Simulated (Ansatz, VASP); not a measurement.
## WSe2 in VASP and in Ansatz

```xyz
3
Lattice="3.3179 0.0000 0.0000 -1.6590 2.7441 0.0000 0.0000 0.0000 16.6581" Properties=species:S:1:pos:R:3 pbc="T T T"
W     0.0000    0.0000    0.0000
Se    0.0000    1.8294    1.6623
Se    0.0000    1.8294   14.9959
```

Change from the starting cell: strain -0.0450 x Voigt [0, 1, 0, 0, 0, 0], atoms carried along.

Alike in both runs: task single point; functional PBE; dispersion D3(BJ); k mesh 9 × 9 × 2; occupations gaussian, width 0.05 eV; no spin polarisation.

|  | VASP | Ansatz |
| --- | --- | --- |
| version | VASP 6.6.1 | Ansatz 0.2.0 |
| potentials or method | VASP PAW PBE potentials, release 64 (W_sv, Se), cutoff 520 eV | scalar-relativistic, plane waves, PAW |
| valence electrons in the cell | 26 | 46 |

Ansatz gave:

```
gap on the k mesh at the Fermi level (eV) : 1.76
least direct gap on the mesh (eV)         : 1.76
rms of the force components (eV/Å)        : 0.383
```

Problem. Which values does VASP return?

Solution. gap on the k mesh at the Fermi level (eV): 1.76; least direct gap on the mesh (eV): 1.76; rms of the force components (eV/Å): 0.407.

Atom by atom the forces differ by 0.026 eV/Å (rms over components). VASP's potentials hold 26 valence electrons a cell and Ansatz's 46, so a difference there can come from the potentials and not from the codes.

Spin-orbit coupling is off throughout.
